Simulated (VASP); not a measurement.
Input of a VASP 6.6.1 run:

INCAR

```
PREC = Accurate ; ENCUT = 520
EDIFF = 1E-7 ; ISMEAR = -1
SIGMA = 0.02 ; LREAL = False
LASPH = True ; NELM = 120
ALGO = Normal ; ISIF = 2
LWAVE = False ; LCHARG = False
GGA = PE ; IBRION = 2
NSW = 80 ; EDIFFG = -0.02
GGA_COMPAT = False ; NELMIN = 4
KPAR = 4
```

The input KPOINTS:

```
Automatic mesh
0
Gamma
  5 5 5
```

Contents of POSCAR:

```
CdIn2O4
1.0
    0.0000000000      4.6110186847      4.6110186847
    4.6110186847      0.0000000000      4.6110186847
    4.6110186847      4.6110186847      0.0000000000
Cd In O
2 4 8
Direct
    0.7500000000      0.7500000000      0.7500000000
    0.5000000000      0.5000000000      0.5000000000
    0.6250000000      0.1250000000      0.1250000000
    0.1250000000      0.1250000000      0.1250000000
    0.1250000000      0.6250000000      0.1250000000
    0.1250000000      0.1250000000      0.6250000000
    0.3617459100      0.3617459100      0.3617459100
    0.3352377300      0.8882540900      0.8882540900
    0.8882540900      0.8882540900      0.3352377300
    0.8882540900      0.3352377300      0.8882540900
    0.3617459100      0.3617459100      0.9147622700
    0.3617459100      0.9147622700      0.3617459100
    0.8882540900      0.8882540900      0.8882540900
    0.9147622700      0.3617459100      0.3617459100
```

Potentials or basis: VASP PAW PBE potentials, release 64 (Cd, In_d, O).

The run is started by

```bash
$ cat potpaw_PBE.64/Cd/POTCAR potpaw_PBE.64/In_d/POTCAR potpaw_PBE.64/O/POTCAR > POTCAR
$ mpirun -np 4 vasp_std > vasp.out
```

Question: What does it give for the energy gained by relaxing?

Answer: 0.4 meV/atom.

Question: Predict the band gap on the k mesh.

Answer: 1.03 eV, indirect (least direct gap 1.09 eV).

Final structure:
```
CELL_PARAMETERS angstrom
0.00000 4.61102 4.61102
4.61102 0.00000 4.61102
4.61102 4.61102 0.00000
ATOMIC_POSITIONS crystal
Cd 0.75000 0.75000 0.75000
Cd 0.50000 0.50000 0.50000
In 0.62500 0.12500 0.12500
In 0.12500 0.12500 0.12500
In 0.12500 0.62500 0.12500
In 0.12500 0.12500 0.62500
O 0.36226 0.36226 0.36226
O 0.33678 0.88774 0.88774
O 0.88774 0.88774 0.33678
O 0.88774 0.33678 0.88774
O 0.36226 0.36226 0.91322
O 0.36226 0.91322 0.36226
O 0.88774 0.88774 0.88774
O 0.91322 0.36226 0.36226
```

Caveat: spin-orbit coupling is left out, which moves the levels of the heavy elements. A k mesh can miss the band edges.
